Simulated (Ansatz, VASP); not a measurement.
## WS2 in VASP and in Ansatz

```xyz
3
Lattice="0.0000 2.9312 2.9312 2.9312 0.0000 2.9312 2.9312 2.9312 0.0000" Properties=species:S:1:pos:R:3 pbc="T T T"
W     0.0000    0.0000    0.0000
S     1.4656    1.4656    1.4656
S     4.3967    4.3967    4.3967
```

Alike in both runs: task single point; functional HSE06; k mesh 4 × 4 × 4; occupations fermi-dirac, width 0.02 eV; no spin polarisation.

|  | VASP | Ansatz |
| --- | --- | --- |
| version | VASP 6.6.1 | Ansatz 0.2.0 |
| potentials or method | VASP PAW PBE potentials, release 64 (W_sv, S) | plane waves, PAW |
| plane-wave cutoff (eV) | 520 | 420 |
| valence electrons in the cell | 26 | 26 |

|  | VASP | Ansatz | Ansatz less VASP |
| --- | --- | --- | --- |
| pressure (GPa) | -4.4 | -4.0 | +0.43 |

Ansatz's warnings: filled band counts differ across k points, stress exchange threshold loose, stress scf threshold loose.

The k mesh is coarse, so the values compare programs but aren't converged. Neither program's run includes spin-orbit coupling.
